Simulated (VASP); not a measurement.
Here is a VASP 6.6.1 calculation.

File POSCAR:

```
Co
1.0
    2.4154724561      0.0000000000      0.0000000000
   -1.2077362281      2.0918605092      0.0000000000
    0.0000000000      0.0000000000      3.9089026863
Co
2
Direct
    0.6666666667      0.3333333333      0.7500000000
    0.3333333333      0.6666666667      0.2500000000
```

Contents of INCAR.step1:

```
SYSTEM = Co
PREC     = Accurate       ! precision mode
ENCUT    = 520            ! plane-wave cutoff, eV
ISMEAR   = -1             ! smearing method
SIGMA    = 0.05           ! smearing width, eV
LREAL    = .FALSE.        ! projectors in reciprocal space
LASPH    = .TRUE.         ! aspherical terms in the spheres
NELM     = 150            ! most SCF steps
ISPIN    = 2              ! spin polarisation
MAGMOM   = 2 2            ! initial moments
LMAXMIX  = 4              ! l up to which the mixer works
NBANDS   = 20             ! bands
GGA      = PE             ! functional
ALGO     = Normal         ! electronic algorithm
EDIFF    = 1E-4           ! SCF threshold, eV
LWAVE    = .TRUE.         ! write WAVECAR
LCHARG   = .FALSE.        ! write CHGCAR
```

INCAR.step2

```
SYSTEM = Co
PREC     = Accurate       ! precision mode
ENCUT    = 520            ! plane-wave cutoff, eV
EDIFF    = 1E-6           ! SCF threshold, eV
ISMEAR   = -1             ! smearing method
SIGMA    = 0.05           ! smearing width, eV
LREAL    = .FALSE.        ! projectors in reciprocal space
LASPH    = .TRUE.         ! aspherical terms in the spheres
NELM     = 150            ! most SCF steps
ALGO     = Normal         ! electronic algorithm
ISIF     = 2              ! what is computed and relaxed
LWAVE    = .FALSE.        ! write WAVECAR
LCHARG   = .TRUE.         ! write CHGCAR
ISPIN    = 2              ! spin polarisation
MAGMOM   = 2 2            ! initial moments
LORBIT   = 11             ! projections on sites
LMAXMIX  = 4              ! l up to which the mixer works
METAGGA  = R2SCAN         ! meta-GGA
LMIXTAU  = .TRUE.       
LELF     = .TRUE.         ! ELF
LVHAR    = .TRUE.       
NBANDS   = 20             ! bands
ISTART   = 1
```

The input KPOINTS:

```
Automatic mesh
0
G
  12 12 7
  0 0 0
```

Potentials or basis: VASP PAW PBE potentials, release 64 (Co).

The run is started by

```sh
$ cat potpaw_PBE.64/Co/POTCAR > POTCAR
$ cp INCAR.step1 INCAR
$ mpirun -np 1 vasp_std > vasp.out
$ cp INCAR.step2 INCAR
$ mpirun -np 1 vasp_std > vasp.out
```

Estimate the site moments.

Co +1.73 μB.

Predict the pressure.

19.8 GPa.

Estimate the net moment.

3.37 μB per cell.

Stress tensor (GPa, compression positive):
```
19.91  0.00  0.00
 0.00 19.91  0.00
 0.00  0.00 19.61
```

Caveat: the cell stands under pressure; the PAW data sets were made with another functional, which shifts forces and pressure a little.
